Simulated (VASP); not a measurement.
A run of VASP 6.6.1 is set up as follows.

Contents of INCAR:

```
SYSTEM = CoSi2
ALGO     = Normal         ! electronic algorithm
EDIFF    = 1E-6           ! SCF threshold, eV
ENCUT    = 520            ! plane-wave cutoff, eV
GGA      = PS             ! functional
ISIF     = 2              ! what is computed and relaxed
ISMEAR   = 0              ! smearing method
LASPH    = .True.         ! aspherical terms in the spheres
LCHARG   = .False.        ! write CHGCAR
LREAL    = .False.        ! projectors in reciprocal space
LWAVE    = .False.        ! write WAVECAR
NBANDS   = 46             ! bands
NELM     = 80             ! most SCF steps
PREC     = Accurate       ! precision mode
SIGMA    = 0.15           ! smearing width, eV
```

KPOINTS

```
k-points
0
Gamma
  10 10 10
  0 0 0
```

Contents of POSCAR:

```
CoSi2
1.0
    5.3125079440      0.0000000000      0.0000000000
    0.0000000000     -5.3125079440      0.0000000000
    0.0000000000      0.0000000000     -5.3125079440
Co Si
4 8
Direct
    0.0000000000      0.0000000000      0.0000000000
    0.5000000000      0.5000000000      0.0000000000
    0.5000000000      0.0000000000      0.5000000000
    0.0000000000      0.5000000000      0.5000000000
    0.2500000000      0.2500000000      0.2500000000
    0.7500000000      0.7500000000      0.2500000000
    0.7500000000      0.2500000000      0.7500000000
    0.2500000000      0.7500000000      0.7500000000
    0.7500000000      0.7500000000      0.7500000000
    0.2500000000      0.2500000000      0.7500000000
    0.2500000000      0.7500000000      0.2500000000
    0.7500000000      0.2500000000      0.2500000000
```

Potentials or basis: VASP PAW PBE potentials, release 64 (Co, Si).

Launch:

```sh
$ cat potpaw_PBE.64/Co/POTCAR potpaw_PBE.64/Si/POTCAR > POTCAR
$ mpirun -np 1 vasp_std > vasp.out
```

Q: Estimate the pressure.

A: 0.1 GPa.

Q: What does it give for the band gap on the k mesh?

A: Zero (bands 34 and 35 overlap by 1.69 eV).

Caveat: the PAW data sets were made with another functional, which shifts forces and pressure a little; the run has no spin polarisation, though such a crystal can be magnetic. Spin polarisation is off, so any magnetic state and its effect on volume and gap are missing.
